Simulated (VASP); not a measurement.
A run of VASP 6.6.1:

The input INCAR:

```
PREC = Accurate
ENCUT = 520
EDIFF = 1E-6
ISMEAR = -1
SIGMA = 0.05
LREAL = F
LASPH = T
NELM = 150
ALGO = Normal
ISIF = 2
LWAVE = F
LCHARG = F
ISPIN = 2
MAGMOM = 1 0 0 0
LORBIT = 11
LMAXMIX = 6
LDAU = T
LDAUTYPE = 2
LDAUL = 3 -1
LDAUU = 6 0
LDAUJ = 0 0
LDAUPRINT = 1
GGA = PE
NBANDS = 26
```

KPOINTS

```
regular mesh
0
Gamma
  9 9 9
```

Contents of POSCAR:

```
YbH3
1.0
    0.0000000000      2.6049710000      2.6049710000
    2.6049710000      0.0000000000      2.6049710000
    2.6049710000      2.6049710000      0.0000000000
Yb H
1 3
Direct
    0.0000000000      0.0000000000      0.0000000000
    0.5000000000      0.5000000000      0.5000000000
    0.2500000000      0.2500000000      0.2500000000
    0.7500000000      0.7500000000      0.7500000000
```

Potentials or basis: VASP PAW PBE potentials, release 64 (Yb, H).

Launch:

```console
$ cat potpaw_PBE.64/Yb/POTCAR potpaw_PBE.64/H/POTCAR > POTCAR
$ mpirun -np 1 vasp_std > vasp.out
```

Hardware: 1 thread of AMD EPYC 7R43 64-Core Processor (Zen 3), with other jobs on the host.

Q: Estimate the wall time of this run.

A: It took 5.9 min on 1 thread of AMD EPYC 7R43 64-Core Processor (Zen 3), with other jobs on the host, peak memory 0.19 GiB. Counts: scf iterations 59, k points 35.
